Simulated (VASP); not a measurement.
Mo2Ru3:

```xyz
10
Lattice="2.8146 0.0000 0.0000 -1.4073 2.4375 0.0000 0.0000 0.0000 22.1821" Properties=species:S:1:pos:R:3 pbc="T T T"
Mo    0.0000    1.6250   21.0730
Mo    0.0000    1.6250    7.7637
Mo    1.4073    0.8125    1.1091
Mo    1.4073    0.8125   14.4183
Ru    0.0000    1.6250   16.6366
Ru    0.0000    1.6250    3.3273
Ru    0.0000    1.6250   12.2001
Ru    1.4073    0.8125   18.8548
Ru    1.4073    0.8125    5.5455
Ru    1.4073    0.8125    9.9819
```

```yaml
Program: VASP 6.6.1
Task: relaxation of cell and atoms
Functional: PBE
Potentials_or_basis: VASP PAW PBE potentials, release 64 (Mo_sv, Ru_pv)
Cutoff: 600 eV
k_mesh: 6 × 6 × 1
Occupations: gaussian, width 0.1 eV
Spin: no spin polarisation
```

At the start: pressure -9.7 GPa; volume 15.22 Å³/atom.

Question: How do energy, volume and symmetry change on relaxing?

Answer: Over 17 steps the energy falls by 54.7 meV/atom and the volume is 14.64 Å³/atom (-3.8 %); space group P-3m1 (No. 164, to 0.05 Å).

Step by step:
| step | energy change (eV) | largest force (eV/Å) | pressure (GPa) | volume (Å³) |
| --- | --- | --- | --- | --- |
| 1 | 0.0000 | 2.4341 | -9.67 | 152.18 |
| 2 | 0.8276 | 0.9102 | 34.08 | 132.82 |
| 3 | -0.3654 | 1.6438 | 3.06 | 144.77 |
| 4 | -0.4920 | 0.4510 | -0.46 | 146.71 |
| 5 | -0.5051 | 0.3544 | 0.23 | 146.24 |
| 6 | -0.5211 | 0.2201 | -0.68 | 146.70 |
| 7 | -0.5262 | 0.1935 | -1.47 | 147.13 |
| 8 | -0.5335 | 0.1541 | -0.14 | 146.44 |
| 9 | -0.5341 | 0.1830 | 0.37 | 146.18 |
| 10 | -0.5373 | 0.1728 | 0.32 | 146.22 |
| 11 | -0.5412 | 0.1516 | 0.17 | 146.30 |
| 12 | -0.5416 | 0.1418 | 0.13 | 146.33 |
| 13 | -0.5449 | 0.0972 | -0.18 | 146.51 |
| 14 | -0.5464 | 0.0376 | -0.57 | 146.75 |
| 15 | -0.5464 | 0.0536 | 0.72 | 146.08 |
| 16 | -0.5472 | 0.0408 | 0.06 | 146.42 |
| 17 | -0.5475 | 0.0241 | 0.05 | 146.40 |

Final structure:
```yaml
crystal:
  lattice:
    - [2.75868, 0.00000, 0.00000]
    - [-1.37934, 2.38909, 0.00000]
    - [0.00000, 0.00000, 22.21355]
  atoms:
    - { symbol: Mo, position: [0.33333, 0.66667, 0.94385] }
    - { symbol: Mo, position: [0.33333, 0.66667, 0.35081] }
    - { symbol: Mo, position: [0.66667, 0.33333, 0.05615] }
    - { symbol: Mo, position: [0.66667, 0.33333, 0.64919] }
    - { symbol: Ru, position: [0.33333, 0.66667, 0.74716] }
    - { symbol: Ru, position: [0.33333, 0.66667, 0.15256] }
    - { symbol: Ru, position: [0.33333, 0.66667, 0.54818] }
    - { symbol: Ru, position: [0.66667, 0.33333, 0.84744] }
    - { symbol: Ru, position: [0.66667, 0.33333, 0.25284] }
    - { symbol: Ru, position: [0.66667, 0.33333, 0.45182] }
```

Caveat: the k points lie up to 0.44 Å⁻¹ apart in the final cell.
